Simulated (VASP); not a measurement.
# GaBi2Sb3S (Amm2) in VASP: single point with PBE

Aim: the single point of GaBi2Sb3S with PBE.

Program: VASP 6.6.1. These are calculated values, not measurements. Logs are shortened: lines on timing, memory, paths and dates and some standing lists are left out, and cuts for length are marked.

## (1) The cell of the first run

The structure is orthorhombic, space group Amm2 (No. 38). Conventional cell: a = 4.225 Å, b = 9.133 Å, c = 11.641 Å, α = 90.00°, β = 90.00°, γ = 90.00°. Ga (site symmetry mm2) has 1 S at 2.26 Å and 2 Sb at 2.62 Å within 3.0 Å. Within 4.4 Å of Sb (site symmetry mm2) lie 6 Sb at 3.28 to 4.22 Å and 4 Bi at 3.30 Å and 1 Ga at 4.32 Å. Within 3.5 Å of Sb (site symmetry m) lie 1 Ga at 2.62 Å and 2 Bi at 3.09 Å and 1 Sb at 3.28 Å and 1 S at 3.35 Å. Within 4.3 Å of Bi (site symmetry m) lie 6 Sb at 3.09 to 4.15 Å and 2 S at 3.12 Å and 2 Ga at 4.03 Å and 2 Bi at 4.22 Å. S (site symmetry mm2) has 1 Ga at 2.26 Å and 4 Bi at 3.12 Å within 3.2 Å.

## (2) Single point, PBE

File INCAR:

```
SYSTEM = GaBi2Sb3S
PREC     = Accurate       ! precision mode
ENCUT    = 520            ! plane-wave cutoff, eV
EDIFF    = 1E-7           ! SCF threshold, eV
ISMEAR   = 0              ! smearing method
SIGMA    = 0.1            ! smearing width, eV
LREAL    = .False.        ! projectors in reciprocal space
LASPH    = .True.         ! aspherical terms in the spheres
NELM     = 80             ! most SCF steps
ALGO     = Normal         ! electronic algorithm
ISIF     = 2              ! what is computed and relaxed
LWAVE    = .False.        ! write WAVECAR
LCHARG   = .False.        ! write CHGCAR
GGA      = PE             ! functional
NBANDS   = 41             ! bands
```

File KPOINTS:

```
regular mesh
0
Gamma
  8 4 4
  0 0 0
```

File POSCAR:

```
GaBi2Sb3S
1.0
    4.2245919885      0.0000000000      0.0000000000
    0.0000000000      4.5665413035      5.8206681097
    0.0000000000     -4.5665413035      5.8206681097
Ga Sb Bi S
1 3 2 1
Direct
    0.0000000000      0.0577565144      0.0577565144
    0.0000000000      0.6868077096      0.6868077096
    0.0000000000      0.2385576232      0.7070650829
    0.0000000000      0.7070650829      0.2385576232
    0.5000000000      0.0302190182      0.5279455765
    0.5000000000      0.5279455765      0.0302190182
    0.0000000000      0.2516484052      0.2516484052
```

Potentials or basis: VASP PAW PBE potentials, release 64 (Ga_d, Sb, Bi_d, S).

Launch:

```console
cat potpaw_PBE.64/Ga_d/POTCAR potpaw_PBE.64/Sb/POTCAR potpaw_PBE.64/Bi_d/POTCAR potpaw_PBE.64/S/POTCAR > POTCAR
mpirun -np 1 vasp_std > vasp.out
```

OUTCAR:

```text
SYSTEM = GaBi2Sb3S
   PREC = Accurate
   ENCUT = 520
   EDIFF = 1E-7
   ISMEAR = 0
   LREAL = .False.
   LASPH = .True.
   NELM = 80
   ISIF = 2
   GGA = PE

 ion  position               nearest neighbor table
   1  0.000  0.058  0.058-   7 2.26   4 2.62   3 2.62
   2  0.000  0.687  0.687-   3 3.28   4 3.28   5 3.30   6 3.30   5 3.30   6 3.30
   3  0.000  0.239  0.707-   1 2.62   5 3.09   5 3.09   2 3.28
   4  0.000  0.707  0.239-   1 2.62   6 3.09   6 3.09   2 3.28
   5  0.500  0.030  0.528-   3 3.09   3 3.09   7 3.12   7 3.12   2 3.30   2 3.30
   6  0.500  0.528  0.030-   4 3.09   4 3.09   7 3.12   7 3.12   2 3.30   2 3.30
   7  0.000  0.252  0.252-   1 2.26   5 3.12   6 3.12   5 3.12   6 3.12

  LATTYP: Found a base centered orthorhombic cell.
 ALAT       =     9.1330826070
 B/A-ratio  =     1.2746338471
 C/A-ratio  =     0.4625592662

  Lattice vectors:

 A1 = (   0.0000000000,   4.5665413035,  -5.8206681097)
 A2 = (   0.0000000000,   4.5665413035,   5.8206681097)
 A3 = (   4.2245919885,   0.0000000000,   0.0000000000)

Analysis of symmetry for initial positions (statically):
=====================================================================
 Subroutine PRICEL returns:
 Original cell was already a primitive cell.

 Routine SETGRP: Setting up the symmetry group for a
 base centered orthorhombic supercell.

 Subroutine GETGRP returns: Found  4 space group operations
 (whereof  4 operations were pure point group operations)
 out of a pool of  8 trial point group operations.

The static configuration has the point symmetry C_2v.

Analysis of symmetry for dynamics (positions and initial velocities):
=====================================================================
 Subroutine PRICEL returns:
 Original cell was already a primitive cell.

 Routine SETGRP: Setting up the symmetry group for a
 base centered orthorhombic supercell.

 Subroutine GETGRP returns: Found  4 space group operations
 (whereof  4 operations were pure point group operations)
 out of a pool of  8 trial point group operations.

The dynamic configuration has the point symmetry C_2v.

 Subroutine INISYM returns: Found  4 space group operations
 (whereof  4 operations are pure point group operations),
 and found     1 'primitive' translations

----------------------------------------------------------------------------------------

                                     Primitive cell

  volume of cell :     224.5820

  direct lattice vectors                    reciprocal lattice vectors
     4.224591989  0.000000000  0.000000000     0.236709250  0.000000000  0.000000000
     0.000000000  4.566541304  5.820668110     0.000000000  0.109492057  0.085900792
     0.000000000 -4.566541304  5.820668110     0.000000000 -0.109492057  0.085900792

  length of vectors
     4.224591989  7.398207669  7.398207669     0.236709250  0.139167010  0.139167010

  position of ions in fractional coordinates (direct lattice)
     0.000000000  0.057756514  0.057756514
     0.000000000  0.686807710  0.686807710
     0.000000000  0.238557623  0.707065083
     0.000000000  0.707065083  0.238557623
     0.500000000  0.030219018  0.527945577
     0.500000000  0.527945577  0.030219018
     0.000000000  0.251648405  0.251648405

  ion indices of the primitive-cell ions
   primitive index   ion index
                 1           1
                 2           2
                 3           3
                 4           4
                 5           5
                 6           6
                 7           7

----------------------------------------------------------------------------------------

 KPOINTS: regular mesh

Automatic generation of k-mesh.
 Grid dimensions read from file:
 generate k-points for:    8    4    4

 Generating k-lattice:

  Cartesian coordinates                     Fractional coordinates (reciprocal lattice)
     0.029588656  0.000000000  0.000000000     0.125000000  0.000000000  0.000000000
     0.000000000  0.027373014  0.021475198     0.000000000  0.250000000  0.000000000
     0.000000000 -0.027373014  0.021475198     0.000000000  0.000000000  0.250000000

  Length of vectors
     0.029588656  0.034791752  0.034791752

  Shift w.r.t. Gamma in fractional coordinates (k-lattice)
     0.000000000  0.000000000  0.000000000

 Subroutine IBZKPT returns following result:
 ===========================================

 Found     35 irreducible k-points:

 Following reciprocal coordinates:
            Coordinates               Weight
  0.000000  0.000000  0.000000      1.000000
  0.125000  0.000000  0.000000      2.000000
  0.250000  0.000000  0.000000      2.000000
  0.375000  0.000000  0.000000      2.000000
  0.500000  0.000000  0.000000      1.000000
  0.000000  0.250000  0.000000      4.000000
[... 16 lines left out ...]
  0.250000  0.500000  0.250000      8.000000
  0.375000  0.500000  0.250000      8.000000
 [... further k-points ...]
   k-points           NKPTS =     35   k-points in BZ     NKDIM =     35   number of bands    NBANDS=     41
   number of dos      NEDOS =    301   number of ions     NIONS =      7
   total plane-waves  NPLWV = 100352
   dimension x,y,z NGX =    32 NGY =   56 NGZ =   56
   dimension x,y,z NGXF=    64 NGYF=  112 NGZF=  112
   ions per type =               1   3   2   1
   NGX,Y,Z   is equivalent  to a cutoff of  12.59, 12.58, 12.58 a.u.
   NGXF,Y,Z  is equivalent  to a cutoff of  25.19, 25.17, 25.17 a.u.
 SYSTEM =  GaBi2Sb3S
   PREC   = accura    normal or accurate (medium, high low for compatibility)
   ISTART =      0    job   : 0-new  1-cont  2-samecut
   ICHARG =      2    charge: 1-file 2-atom 10-const
   ISPIN  =      1    spin polarized calculation?
   LNONCOLLINEAR =      F non collinear calculations
   LSORBIT =      F    spin-orbit coupling
   LASPH  =      T    aspherical Exc in radial PAW
   ENCUT  =  520.0 eV  38.22 Ry    6.18 a.u.   7.85 13.76 13.76*2*pi/ulx,y,z
   NELM   =     80;   NELMIN=  2; NELMDL= -5     # of ELM steps
   EDIFF  = 0.1E-06   stopping-criterion for ELM
   LREAL  =      F    real-space projection
   EDIFFG = 0.1E-05   stopping-criterion for IOM
   NSW    =      0    number of steps for IOM
   IBRION =     -1    ionic relax: 0-MD 1-quasi-New 2-CG
   NFREE  =      0    steps in history (QN), initial steepest desc. (CG)
   ISIF   =      2    stress and relaxation
   ISYM   =      2    0-nonsym 1-usesym 2-fastsym
   POTIM  = 0.5000    time-step for ionic-motion
   TEBEG  =    0.0;   TEEND  =   0.0 temperature during run
   PSTRESS=    0.0 pullay stress
   NELECT =      64.0000    total number of electrons
   NUPDOWN=      -1.0000    fix difference up-down
   EMIN   =  10.00;   EMAX   =-10.00  energy-range for DOS
   EFERMI =   0.00;   METHOD = LEGACY
   ISMEAR =     0;   SIGMA  =   0.10  broadening in eV -4-tet -1-fermi 0-gaus
   EFERMI_NEDOS =   21; number of points for ismear=-14 and -15
   IALGO  =     38    algorithm
   IMIX   =      4    mixing-type and parameters
     AMIX     =   0.40;   BMIX     =  1.00
     AMIX_MAG =   1.60;   BMIX_MAG =  1.00
  volume/ion in A,a.u.               =      32.08       216.51
  Fermi-wavevector in a.u.,A,eV,Ry     =   1.077316  2.035832 15.791058  1.160610
  Thomas-Fermi vector in A             =   2.213225
   LORBIT       =      0    0 simple, 1 ext, 2 COOP (PROOUT), +10 PAW based schemes
   GGA     = PE    functional components
   LHFCALC =     F    Hartree Fock is set to
   AEXX    =    0.0000 exact exchange contribution
   IVDW    =     0    specifies the selected vdW correction
   LEPSILON=     F    determine dielectric tensor
   LRPA    =     F    only Hartree local field effects (RPA)
 non-spin polarized calculation
 Gauss-broadening in eV      SIGMA  =   0.10
  energy-cutoff  :      520.00
  volume of cell :      224.58
 maximum number of plane-waves:      6076
 NGX is ok and might be reduce to    32
   NGX = 15   NGY = 27   NGZ = 27

 number of electron      63.9999992 magnetization

 Free energy of the ion-electron system (eV)
  ---------------------------------------------------
  ext. energy  EPLUGINS =         0.00000000
  ---------------------------------------------------
  free energy    TOTEN  =       -26.37435371 eV

  energy without entropy =      -26.36074175  energy(sigma->0) =      -26.36754773

 E-fermi :   5.3772     XC(G=0):  -9.0872

 val. band max:        5.3708305291   @ k =   0.3750   0.2500   0.2500
 cond. band min:       5.3772355809   @ k =   0.2500   0.0000   0.0000
 fundamental gap:      0.0064050518
 Fermi energy:         5.3772033653

 k-point     1 :       0.0000    0.0000    0.0000
  band No.  band energies     occupation
      1     -17.7531      2.00000
      2     -17.7456      2.00000
      3     -17.7331      2.00000
      4     -17.7299      2.00000
      5     -17.7289      2.00000
      6     -17.7265      2.00000
[... 33 lines left out ...]
     40       8.2173      0.00000
     41       9.1195      0.00000

 k-point     2 :       0.1250    0.0000    0.0000
  band No.  band energies     occupation
      1     -17.7516      2.00000
      2     -17.7439      2.00000
      3     -17.7346      2.00000
      4     -17.7311      2.00000
      5     -17.7287      2.00000
      6     -17.7264      2.00000
[... 33 lines left out ...]
     40       8.4692      0.00000
     41       8.5914      0.00000

 k-point     3 :       0.2500    0.0000    0.0000
  band No.  band energies     occupation
      1     -17.7482      2.00000
      2     -17.7401      2.00000
      3     -17.7382      2.00000
      4     -17.7339      2.00000
      5     -17.7284      2.00000
      6     -17.7261      2.00000
[... 33 lines left out ...]
     40       8.8592      0.00000
     41       8.9938      0.00000

 k-point     4 :       0.3750    0.0000    0.0000
  band No.  band energies     occupation
      1     -17.7452      2.00000
      2     -17.7419      2.00000
      3     -17.7370      2.00000
      4     -17.7365      2.00000
      5     -17.7281      2.00000
      6     -17.7258      2.00000
[... 825 lines left out ...]
     40       8.8076      0.00000
     41       9.0789      0.00000

 k-point    23 :       0.2500    0.5000    0.2500
  band No.  band energies     occupation
      1     -17.7469      2.00000
      2     -17.7413      2.00000
      3     -17.7376      2.00000
      4     -17.7345      2.00000
      5     -17.7280      2.00000
      6     -17.7265      2.00000
[... 33 lines left out ...]
     40       8.5198      0.00000
     41       9.1937      0.00000

 k-point    24 :       0.3750    0.5000    0.2500
  band No.  band energies     occupation
      1     -17.7439      2.00000
      2     -17.7412      2.00000
      3     -17.7382      2.00000
      4     -17.7373      2.00000
      5     -17.7277      2.00000
      6     -17.7262      2.00000
[... 33 lines left out ...]
     40       8.6706      0.00000
     41       9.3772      0.00000

 [... further k-points ...]
[... 5 lines left out ...]
  --------------------------------------------------------------------------------------
  -------------------------------------------------------------------------------------
  Total       -0.0643712     -0.0227998     -0.1010822      0.0000000      0.0000000      0.0000000
  in kB       -0.4592270     -0.1626544     -0.7211247      0.0000000      0.0000000      0.0000000
  external PRESSURE =      -0.4476687 kB  Pullay stress =       0.0000000 kB

 VOLUME and BASIS-vectors are now :
 -----------------------------------------------------------------------------
  energy-cutoff  :      520.00
  volume of cell :      224.58
      direct lattice vectors                 reciprocal lattice vectors
     4.224591989  0.000000000  0.000000000     0.236709250  0.000000000  0.000000000
     0.000000000  4.566541304  5.820668110     0.000000000  0.109492057  0.085900792
     0.000000000 -4.566541304  5.820668110     0.000000000 -0.109492057  0.085900792

 POSITION                                       TOTAL-FORCE (eV/Angst)
 -----------------------------------------------------------------------------------
      0.00000      0.00000      0.67236         0.000000      0.000000      0.025566
      0.00000      0.00000      7.99536         0.000000      0.000000     -0.005863
      0.00000     -2.13946      5.50416         0.000000      0.018507     -0.002696
      0.00000      2.13946      5.50416         0.000000     -0.018507     -0.002696
      2.11230     -2.27289      3.24889         0.000000      0.002772      0.000134
      2.11230      2.27289      3.24889         0.000000     -0.002772      0.000134
      0.00000      0.00000      2.92952         0.000000      0.000000     -0.014579
 -----------------------------------------------------------------------------------
    total drift:                                0.000000     -0.000000      0.000340

  FREE ENERGIE OF THE ION-ELECTRON SYSTEM (eV)
  ---------------------------------------------------
  free  energy   TOTEN  =       -26.3743537078 eV

  energy  without entropy=      -26.3607417477  energy(sigma->0) =      -26.36754773
```

It took 10 min on 1 thread of Intel Xeon 8259CL, shared host; peak memory 0.52 GiB.

Results:

* Free energy: -26.3744 eV
* Pressure: 0.0 GPa
* Largest force: 0.026 eV/Å
* Band gap on the k mesh: zero (bands 32 and 33 overlap by 1.19 eV)

Forces on the atoms (eV/Å):
```
Ga   0.000  0.000  0.026
Sb   0.000  0.000 -0.006
Sb   0.000  0.019 -0.003
Sb   0.000 -0.019 -0.003
Bi   0.000  0.003  0.000
Bi   0.000 -0.003  0.000
S    0.000  0.000 -0.015
```

Caveat: spin-orbit coupling is left out, which moves the levels of the heavy elements.
